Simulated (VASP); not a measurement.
# AlN (Fm-3m) in VASP: a series of runs

The runs below take AlN through single point, with PBEsol.

Program: VASP 6.6.1. These are calculated values, not measurements. Logs are shortened: lines on timing, memory, paths and dates and some standing lists are left out, and cuts for length are marked.

## Step 1: The cell of the first run

Symmetry: Fm-3m, No. 225, cubic system. The conventional cell has a = 3.920 Å, b = 3.920 Å, c = 3.920 Å, α = 90.00°, β = 90.00°, γ = 90.00°. Al (site symmetry m-3m) has 6 N at 1.96 Å within 2.6 Å. N (site symmetry m-3m) has 6 Al at 1.96 Å within 2.6 Å.

## Step 2: Single point, PBEsol (7.53 Å³/atom)

INCAR reads:

```
SYSTEM = AlN
PREC = Accurate ; ENCUT = 600
EDIFF = 1E-6 ; ISMEAR = 0
SIGMA = 0.02 ; LREAL = .False.
LASPH = .True. ; NELM = 120
ALGO = Normal ; ISIF = 2
LWAVE = .False. ; LCHARG = .False.
GGA = PS ; NBANDS = 11
GGA_COMPAT = .False.
```

KPOINTS reads:

```
Automatic mesh
0
Gamma
  10 10 10
  0 0 0
```

POSCAR reads:

```
AlN
1.0
    0.0000000000      1.9599947150      1.9599947150
    1.9599947150      0.0000000000      1.9599947150
    1.9599947150      1.9599947150      0.0000000000
Al N
1 1
Direct
    0.5000000000      0.5000000000      0.5000000000
    0.0000000000      0.0000000000      0.0000000000
```

Potentials or basis: VASP PAW PBE potentials, release 64 (Al, N).

Command:

```bash
> cat potpaw_PBE.64/Al/POTCAR potpaw_PBE.64/N/POTCAR > POTCAR
> mpirun -np 1 vasp_std > vasp.out
```

OUTCAR:

```text
SYSTEM = AlN
   PREC = Accurate
   ENCUT = 600
   EDIFF = 1E-6
   ISMEAR = 0
   LREAL = .False.
   LASPH = .True.
   NELM = 120
   ISIF = 2
   GGA = PS

 ion  position               nearest neighbor table
   1  0.500  0.500  0.500-   2 1.96   2 1.96   2 1.96   2 1.96   2 1.96   2 1.96
   2  0.000  0.000  0.000-   1 1.96   1 1.96   1 1.96   1 1.96   1 1.96   1 1.96

  LATTYP: Found a face centered cubic cell.
 ALAT       =     3.9199894300

  Lattice vectors:

 A1 = (   0.0000000000,   1.9599947150,   1.9599947150)
 A2 = (   1.9599947150,   0.0000000000,   1.9599947150)
 A3 = (   1.9599947150,   1.9599947150,   0.0000000000)

Analysis of symmetry for initial positions (statically):
=====================================================================
 Subroutine PRICEL returns:
 Original cell was already a primitive cell.

 Routine SETGRP: Setting up the symmetry group for a
 face centered cubic supercell.

 Subroutine GETGRP returns: Found 48 space group operations
 (whereof 48 operations were pure point group operations)
 out of a pool of 48 trial point group operations.

The static configuration has the point symmetry O_h .

Analysis of symmetry for dynamics (positions and initial velocities):
=====================================================================
 Subroutine PRICEL returns:
 Original cell was already a primitive cell.

 Routine SETGRP: Setting up the symmetry group for a
 face centered cubic supercell.

 Subroutine GETGRP returns: Found 48 space group operations
 (whereof 48 operations were pure point group operations)
 out of a pool of 48 trial point group operations.

The dynamic configuration has the point symmetry O_h .

 Subroutine INISYM returns: Found 48 space group operations
 (whereof 48 operations are pure point group operations),
 and found     1 'primitive' translations

----------------------------------------------------------------------------------------

                                     Primitive cell

  volume of cell :      15.0590

  direct lattice vectors                    reciprocal lattice vectors
     0.000000000  1.959994715  1.959994715    -0.255102729  0.255102729  0.255102729
     1.959994715  0.000000000  1.959994715     0.255102729 -0.255102729  0.255102729
     1.959994715  1.959994715  0.000000000     0.255102729  0.255102729 -0.255102729

  length of vectors
     2.771851108  2.771851108  2.771851108     0.441850887  0.441850887  0.441850887

  position of ions in fractional coordinates (direct lattice)
     0.500000000  0.500000000  0.500000000
     0.000000000  0.000000000  0.000000000

  ion indices of the primitive-cell ions
   primitive index   ion index
                 1           1
                 2           2

----------------------------------------------------------------------------------------

 KPOINTS: Automatic mesh

Automatic generation of k-mesh.
 Grid dimensions read from file:
 generate k-points for:   10   10   10

 Generating k-lattice:

  Cartesian coordinates                     Fractional coordinates (reciprocal lattice)
    -0.025510273  0.025510273  0.025510273     0.100000000  0.000000000  0.000000000
     0.025510273 -0.025510273  0.025510273     0.000000000  0.100000000  0.000000000
     0.025510273  0.025510273 -0.025510273     0.000000000  0.000000000  0.100000000

  Length of vectors
     0.044185089  0.044185089  0.044185089

  Shift w.r.t. Gamma in fractional coordinates (k-lattice)
     0.000000000  0.000000000  0.000000000

 Subroutine IBZKPT returns following result:
 ===========================================

 Found     47 irreducible k-points:

 Following reciprocal coordinates:
            Coordinates               Weight
  0.000000  0.000000  0.000000      1.000000
  0.100000  0.000000  0.000000      8.000000
  0.200000  0.000000  0.000000      8.000000
  0.300000  0.000000  0.000000      8.000000
  0.400000  0.000000  0.000000      8.000000
  0.500000  0.000000  0.000000      4.000000
[... 16 lines left out ...]
  0.300000  0.300000  0.000000      6.000000
  0.400000  0.300000  0.000000     24.000000
 [... further k-points ...]
   k-points           NKPTS =     47   k-points in BZ     NKDIM =     47   number of bands    NBANDS=     11
   number of dos      NEDOS =    301   number of ions     NIONS =      2
   total plane-waves  NPLWV =  13824
   dimension x,y,z NGX =    24 NGY =   24 NGZ =   24
   dimension x,y,z NGXF=    48 NGYF=   48 NGZF=   48
   ions per type =               1   1
   NGX,Y,Z   is equivalent  to a cutoff of  14.39, 14.39, 14.39 a.u.
   NGXF,Y,Z  is equivalent  to a cutoff of  28.79, 28.79, 28.79 a.u.
 SYSTEM =  AlN
   PREC   = accura    normal or accurate (medium, high low for compatibility)
   ISTART =      0    job   : 0-new  1-cont  2-samecut
   ICHARG =      2    charge: 1-file 2-atom 10-const
   ISPIN  =      1    spin polarized calculation?
   LNONCOLLINEAR =      F non collinear calculations
[... 33 lines left out ...]
   LEPSILON=     F    determine dielectric tensor
   LRPA    =     F    only Hartree local field effects (RPA)
 non-spin polarized calculation
 Gauss-broadening in eV      SIGMA  =   0.02
  energy-cutoff  :      600.00
  volume of cell :       15.06
 maximum number of plane-waves:       531
 NGX is ok and might be reduce to    24
   NGX = 11   NGY = 11   NGZ = 11

 number of electron       8.0000000 magnetization

 Free energy of the ion-electron system (eV)
  ---------------------------------------------------
  ext. energy  EPLUGINS =         0.00000000
  ---------------------------------------------------
  free energy    TOTEN  =       -15.32140833 eV

  energy without entropy =      -15.32140833  energy(sigma->0) =      -15.32140833

 E-fermi :  11.3249     XC(G=0): -12.8972

 val. band max:       11.1414693564   @ k =   0.0000   0.0000   0.0000
 cond. band min:      16.0985405501   @ k =   0.5000   0.5000   0.0000
 fundamental gap:      4.9570711937
 Fermi energy:        11.3248592811

 k-point     1 :       0.0000    0.0000    0.0000
  band No.  band energies     occupation
      1      -7.2885      2.00000
      2      11.1415      2.00000
      3      11.1415      2.00000
      4      11.1415      2.00000
      5      18.2122      0.00000
      6      23.4541      0.00000
      7      23.4541      0.00000
      8      23.4541      0.00000
      9      28.7940      0.00000
     10      29.5160      0.00000
     11      29.5160      0.00000

 k-point     2 :       0.1000    0.0000    0.0000
  band No.  band energies     occupation
      1      -7.0634      2.00000
      2      10.1051      2.00000
      3      10.9948      2.00000
      4      10.9948      2.00000
      5      18.7653      0.00000
      6      22.5646      0.00000
      7      23.8056      0.00000
      8      23.8056      0.00000
      9      28.1834      0.00000
     10      28.1834      0.00000
     11      30.3634      0.00000

 k-point     3 :       0.2000    0.0000    0.0000
  band No.  band energies     occupation
      1      -6.4062      2.00000
      2       7.8328      2.00000
      3      10.6411      2.00000
      4      10.6411      2.00000
      5      19.0384      0.00000
      6      22.4438      0.00000
      7      24.2135      0.00000
      8      24.2135      0.00000
      9      27.4909      0.00000
     10      27.4909      0.00000
     11      30.0621      0.00000

 k-point     4 :       0.3000    0.0000    0.0000
  band No.  band energies     occupation
      1      -5.3886      2.00000
      2       5.3030      2.00000
      3      10.2521      2.00000
      4      10.2521      2.00000
      5      18.4331      0.00000
      6      23.6671      0.00000
      7      23.6671      0.00000
      8      23.8301      0.00000
      9      28.9434      0.00000
     10      28.9434      0.00000
     11      29.1314      0.00000
[... 239 lines left out ...]
 k-point    22 :      -0.2000    0.2000    0.0000
  band No.  band energies     occupation
      1      -5.0596      2.00000
      2       5.9361      2.00000
      3       7.8498      2.00000
      4      10.3074      2.00000
      5      20.6944      0.00000
      6      21.4347      0.00000
      7      23.0470      0.00000
      8      24.5787      0.00000
      9      26.5124      0.00000
     10      31.1214      0.00000
     11      33.1153      0.00000

 k-point    23 :       0.3000    0.3000    0.0000
  band No.  band energies     occupation
      1      -4.7915      2.00000
      2       6.0328      2.00000
      3       8.9051      2.00000
      4       8.9051      2.00000
      5      17.5928      0.00000
      6      18.9915      0.00000
      7      23.9592      0.00000
      8      27.8128      0.00000
      9      27.8128      0.00000
     10      32.4645      0.00000
     11      36.5934      0.00000

 k-point    24 :       0.4000    0.3000    0.0000
  band No.  band energies     occupation
      1      -3.9305      2.00000
      2       4.8697      2.00000
      3       8.0467      2.00000
      4       8.6220      2.00000
      5      17.4699      0.00000
      6      18.6104      0.00000
      7      24.3772      0.00000
      8      27.8369      0.00000
      9      28.7239      0.00000
     10      33.9178      0.00000
     11      37.2245      0.00000

 [... further k-points ...]
[... 5 lines left out ...]
  --------------------------------------------------------------------------------------
  -------------------------------------------------------------------------------------
  Total        2.7913899      2.7913899      2.7913899      0.0000000      0.0000000      0.0000000
  in kB      296.9862861    296.9862861    296.9862861      0.0000000      0.0000000      0.0000000
  external PRESSURE =     296.9862861 kB  Pullay stress =       0.0000000 kB

 VOLUME and BASIS-vectors are now :
 -----------------------------------------------------------------------------
  energy-cutoff  :      600.00
  volume of cell :       15.06
      direct lattice vectors                 reciprocal lattice vectors
     0.000000000  1.959994715  1.959994715    -0.255102729  0.255102729  0.255102729
     1.959994715  0.000000000  1.959994715     0.255102729 -0.255102729  0.255102729
     1.959994715  1.959994715  0.000000000     0.255102729  0.255102729 -0.255102729

 POSITION                                       TOTAL-FORCE (eV/Angst)
 -----------------------------------------------------------------------------------
      1.95999      1.95999      1.95999         0.000000      0.000000     -0.000000
      0.00000      0.00000      0.00000        -0.000000     -0.000000      0.000000
 -----------------------------------------------------------------------------------
    total drift:                                0.000000     -0.000000     -0.000000

  FREE ENERGIE OF THE ION-ELECTRON SYSTEM (eV)
  ---------------------------------------------------
  free  energy   TOTEN  =       -15.3214083270 eV

  energy  without entropy=      -15.3214083270  energy(sigma->0) =      -15.32140833
```

Wall time 7.7 s (1 thread of Intel Xeon 8259CL, shared host); peak memory 0.14 GiB.

What came out:

- Free energy: -15.3214 eV
- Pressure: 29.7 GPa
- Band gap on the k mesh: 4.96 eV (least direct gap 7.07 eV)

Caveat: the cell stands under pressure; the PAW data sets were made with another functional, which shifts forces and pressure a little. A k mesh can miss the band edges.

## Step 3: Single point, PBEsol

This run uses another cell than the first one, of 8.27 Å³/atom.

INCAR reads:

```
PREC     = Accurate       # precision mode
ENCUT    = 600            # plane-wave cutoff, eV
EDIFF    = 1E-6           # SCF threshold, eV
ISMEAR   = 0              # smearing method
SIGMA    = 0.02           # smearing width, eV
LREAL    = F              # projectors in reciprocal space
LASPH    = T              # aspherical terms in the spheres
NELM     = 120            # most SCF steps
ALGO     = Normal         # electronic algorithm
ISIF     = 2              # what is computed and relaxed
LWAVE    = F              # write WAVECAR
LCHARG   = F              # write CHGCAR
GGA      = PS             # functional
NBANDS   = 11             # bands
GGA_COMPAT= F
```

KPOINTS reads:

```
regular mesh
0
Gamma
  10 10 10
```

POSCAR reads:

```
AlN
1.0
    0.0000000000      2.0225895988      2.0225895988
    2.0225895988      0.0000000000      2.0225895988
    2.0225895988      2.0225895988      0.0000000000
Al N
1 1
Direct
    0.5000000000      0.5000000000      0.5000000000
    0.0000000000      0.0000000000      0.0000000000
```

Potentials or basis: VASP PAW PBE potentials, release 64 (Al, N).

Command:

```bash
> cat potpaw_PBE.64/Al/POTCAR potpaw_PBE.64/N/POTCAR > POTCAR
> mpirun -np 1 vasp_std > vasp.out
```

Wall time 7.9 s (1 thread of Intel Xeon 8259CL, shared host); peak memory 0.14 GiB.

Results (log left out):

| Property | Result |
| --- | --- |
| Free energy | -15.4507 eV |
| Pressure | -0.2 GPa |
| Band gap on the k mesh | 4.54 eV (least direct gap 5.65 eV) |

Levels at points of the mesh, in eV from the valence-band top:
| k point | band 1 | band 2 | band 3 | band 4 | band 5 | band 6 | band 7 | band 8 | band 9 |
| --- | --- | --- | --- | --- | --- | --- | --- | --- | --- |
| (0.00, 0.00, 0.00) | -17.54 | 0.00 | 0.00 | 0.00 | 5.65 | 12.02 | 12.02 | 12.02 | 17.10 |
| (0.50, 0.00, 0.00) | -14.24 | -8.36 | -1.09 | -1.09 | 6.03 | 10.89 | 10.89 | 13.24 | 15.94 |
| (0.50, 0.50, 0.00) | -13.25 | -7.44 | -2.82 | -2.82 | 4.54 | 5.14 | 13.95 | 17.14 | 17.14 |

Caveat: the PAW data sets were made with another functional, which shifts forces and pressure a little. A k mesh can miss the band edges.

## Step 4: Single point, PBEsol (8.03 Å³/atom)

This run uses another cell than the first one, of 8.03 Å³/atom.

INCAR reads:

```
SYSTEM = AlN
PREC     = Accurate       ! precision mode
ENCUT    = 600            ! plane-wave cutoff, eV
EDIFF    = 1E-6           ! SCF threshold, eV
ISMEAR   = 0              ! smearing method
SIGMA    = 0.02           ! smearing width, eV
LREAL    = .FALSE.        ! projectors in reciprocal space
LASPH    = .TRUE.         ! aspherical terms in the spheres
NELM     = 120            ! most SCF steps
ALGO     = Normal         ! electronic algorithm
ISIF     = 2              ! what is computed and relaxed
LWAVE    = .FALSE.        ! write WAVECAR
LCHARG   = .TRUE.         ! write CHGCAR
GGA      = PS             ! functional
LELF     = .TRUE.         ! ELF
LVHAR    = .TRUE.       
NBANDS   = 11             ! bands
GGA_COMPAT= .FALSE.
```

KPOINTS reads:

```
regular mesh
0
G
  10 10 10
  0 0 0
```

POSCAR reads:

```
AlN
1.0
    0.0000000000      2.0021580039      2.0021580039
    2.0021580039      0.0000000000      2.0021580039
    2.0021580039      2.0021580039      0.0000000000
Al N
1 1
Direct
    0.5000000000      0.5000000000      0.5000000000
    0.0000000000      0.0000000000      0.0000000000
```

Command:

```bash
> cat potpaw_PBE.64/Al/POTCAR potpaw_PBE.64/N/POTCAR > POTCAR
> mpirun -np 1 vasp_std > vasp.out
```

It took 12 s on 1 thread of Intel Xeon 8259CL, shared host; peak memory 0.14 GiB.

Results (log left out):

```
Free energy            : -15.4377 eV
Pressure               : 8.3 GPa
Band gap on the k mesh : 4.84 eV (least direct gap 6.09 eV)
```

Levels at points of the mesh, in eV from the valence-band top:
```
           k point  band 1  band 2  band 3  band 4  band 5  band 6  band 7  band 8  band 9
(0.00, 0.00, 0.00)  -17.82    0.00    0.00    0.00    6.09   12.12   12.12   12.12   17.28
(0.50, 0.00, 0.00)  -14.40   -8.56   -1.15   -1.15    6.23   11.14   11.14   13.69   16.28
(0.50, 0.50, 0.00)  -13.36   -7.65   -2.90   -2.90    4.84    5.09   14.32   17.62   17.62
```

Caveat: the cell stands under pressure; the PAW data sets were made with another functional, which shifts forces and pressure a little.

## Step 5: Single point, PBEsol (7.78 Å³/atom)

This run uses another cell than the first one, of 7.78 Å³/atom.

INCAR reads:

```
SYSTEM = AlN
PREC = Accurate
ENCUT = 600
EDIFF = 1E-6
ISMEAR = 0
SIGMA = 0.02
LREAL = .False.
LASPH = .True.
NELM = 120
ALGO = Normal
ISIF = 2
LWAVE = .False.
LCHARG = .True.
GGA = PS
LELF = .True.
LVHAR = .True.
NBANDS = 11
GGA_COMPAT = .False.
```

KPOINTS reads:

```
Automatic mesh
0
Gamma
  10 10 10
  0 0 0
```

POSCAR reads:

```
AlN
1.0
    0.0000000000      1.9813006746      1.9813006746
    1.9813006746      0.0000000000      1.9813006746
    1.9813006746      1.9813006746      0.0000000000
Al N
1 1
Direct
    0.5000000000      0.5000000000      0.5000000000
    0.0000000000      0.0000000000      0.0000000000
```

Command:

```bash
> cat potpaw_PBE.64/Al/POTCAR potpaw_PBE.64/N/POTCAR > POTCAR
> mpirun -np 1 vasp_std > vasp.out
```

It took 8.9 s on 1 thread of Intel Xeon 8259CL, shared host; peak memory 0.14 GiB.

The run converged. Its results:

```
Free energy            : -15.3961 eV
Pressure               : 18.2 GPa
Band gap on the k mesh : 5.03 eV (least direct gap 6.57 eV)
```

Levels at points of the mesh, in eV from the valence-band top:
| k point | band 1 | band 2 | band 3 | band 4 | band 5 | band 6 | band 7 | band 8 |
| --- | --- | --- | --- | --- | --- | --- | --- | --- |
| (0.00, 0.00, 0.00) | -18.12 | 0.00 | 0.00 | 0.00 | 6.57 | 12.21 | 12.21 | 12.21 |
| (0.50, 0.00, 0.00) | -14.57 | -8.77 | -1.21 | -1.21 | 6.43 | 11.40 | 11.40 | 14.16 |
| (0.50, 0.50, 0.00) | -13.48 | -7.87 | -2.98 | -2.98 | 5.03 | 5.15 | 14.72 | 18.13 |

Caveat: the cell stands under pressure; the PAW data sets were made with another functional, which shifts forces and pressure a little.

## Step 6: Single point, PBEsol (8.52 Å³/atom)

This run uses another cell than the first one, of 8.52 Å³/atom.

INCAR reads:

```
PREC = Accurate
ENCUT = 600
EDIFF = 1E-6
ISMEAR = 0
SIGMA = 0.02
LREAL = False
LASPH = True
NELM = 120
ALGO = Normal
ISIF = 2
LWAVE = False
LCHARG = False
GGA = PS
NBANDS = 11
GGA_COMPAT = False
```

KPOINTS reads:

```
Automatic mesh
0
Gamma
  10 10 10
```

POSCAR reads:

```
AlN
1.0
    0.0000000000      2.0426165408      2.0426165408
    2.0426165408      0.0000000000      2.0426165408
    2.0426165408      2.0426165408      0.0000000000
Al N
1 1
Direct
    0.5000000000      0.5000000000      0.5000000000
    0.0000000000      0.0000000000      0.0000000000
```

Potentials or basis: VASP PAW PBE potentials, release 64 (Al, N).

Command:

```bash
> cat potpaw_PBE.64/Al/POTCAR potpaw_PBE.64/N/POTCAR > POTCAR
> mpirun -np 1 vasp_std > vasp.out
```

Wall time 9.4 s (1 thread of Intel Xeon 8259CL, shared host); peak memory 0.14 GiB.

It converged, with:

| Quantity | Value |
| --- | --- |
| Free energy | -15.4392 eV |
| Pressure | -7.6 GPa |
| Band gap on the k mesh | 4.26 eV (least direct gap 5.23 eV) |

Levels at points of the mesh, in eV from the valence-band top:
| k point | band 1 | band 2 | band 3 | band 4 | band 5 | band 6 | band 7 | band 8 |
| --- | --- | --- | --- | --- | --- | --- | --- | --- |
| (0.00, 0.00, 0.00) | -17.27 | 0.00 | 0.00 | 0.00 | 5.23 | 11.93 | 11.93 | 11.93 |
| (0.50, 0.00, 0.00) | -14.09 | -8.17 | -1.03 | -1.03 | 5.85 | 10.66 | 10.66 | 12.80 |
| (0.50, 0.50, 0.00) | -13.14 | -7.24 | -2.74 | -2.74 | 4.26 | 5.19 | 13.59 | 16.68 |

Caveat: the cell stands under tension; the PAW data sets were made with another functional, which shifts forces and pressure a little. A k mesh can miss the band edges.

## Step 7: Overview

```tsv
cell	gap on the mesh (eV)	pressure (GPa)
a = 2.772 Å, angles 60.0°, 2 atoms	4.96	29.7
a = 2.860 Å, angles 60.0°, 2 atoms	4.54	-0.2
a = 2.831 Å, angles 60.0°, 2 atoms	4.84	8.3
a = 2.802 Å, angles 60.0°, 2 atoms	5.03	18.2
a = 2.889 Å, angles 60.0°, 2 atoms	4.26	-7.6
```

Alike in all rows: task single point; level PBEsol; potentials or basis VASP PAW PBE potentials, release 64 (Al, N); no spin polarisation; k mesh 10 × 10 × 10; cutoff (eV) 600; smearing gaussian 0.02 eV.

Caveats: the PAW data sets were made with another functional, which shifts forces and pressure a little; the cell stands under pressure (at least some runs); the cell stands under tension (at least some runs).

Total energies depend on the potentials used, so only differences within one code and one set of settings carry meaning.
